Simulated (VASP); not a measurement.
Write the native input for VASP 6.6.1 that does the following.

* Task: relaxation of cell and atoms
* Functional: PBE
* Potentials or basis: VASP PAW PBE potentials, release 64 (Li_sv)
* Cutoff: 600 eV
* k mesh: 7 × 7 × 10
* Occupations: fermi-dirac, width 0.1 eV
* Spin: no spin polarisation
* Dipole correction: no
* Further INCAR settings: ALGO = Normal; EDIFF = 1e-06; IBRION = 2; EDIFFG = -0.01; NSW = 80; ISIF = 3

The structure of Li lies in POSCAR:

```
Li
1.0
    4.9612054717      0.0000000000      0.0000000000
   -2.4806027358      4.2965299719      0.0000000000
    0.0000000000      0.0000000000      3.0412189541
Li
3
Direct
    0.0000000000      0.0000000000      0.0000000000
    0.3333333333      0.6666666667      0.5000000000
    0.6666666667      0.3333333333      0.5000000000
```

This isn't the form of Li at room conditions, which is bcc.

These files were run (other wordings do the same):

INCAR

```
SYSTEM = Li
ALGO = Normal ; EDIFF = 1E-6
EDIFFG = -0.01 ; ENCUT = 600
GGA = PE ; IBRION = 2
ISIF = 3 ; ISMEAR = -1
LASPH = .True. ; LCHARG = .False.
LREAL = .False. ; LWAVE = .False.
NELM = 80 ; NSW = 80
PREC = Accurate ; SIGMA = 0.1
```

KPOINTS

```
k-points
0
Gamma
  7 7 10
  0 0 0
```

Potentials or basis: VASP PAW PBE potentials, release 64 (Li_sv).

The run is started by

```bash
$ cat potpaw_PBE.64/Li_sv/POTCAR > POTCAR
$ mpirun -np 1 vasp_std > vasp.out
```

It gave:

| Quantity | Value |
| --- | --- |
| Relaxed volume | 19.98 Å³/atom |
| Relaxed cell | a = 4.907 Å, b = 4.907 Å, c = 2.876 Å, α = 90.00°, β = 90.00°, γ = 120.00° |
| Space group after relaxing (to 0.1 Å) | P6/mmm (No. 191) |
| Energy gained by relaxing | 6.9 meV/atom |
| Ionic steps | 7 |
| Pressure after relaxing | 0.0 GPa |
| Band gap on the k mesh | zero (an odd number of electrons rules out a gap without spin polarisation) |

Caveat: the cutoff is under 1.25 times the usual one of these potentials, so pressure, stress and relaxed cells hold a basis-set (Pulay) error.

Wall time 87 s on 1 thread of Intel(R) Xeon(R) Platinum 8488C (Sapphire Rapids), with other jobs on the host, peak memory 0.19 GiB.
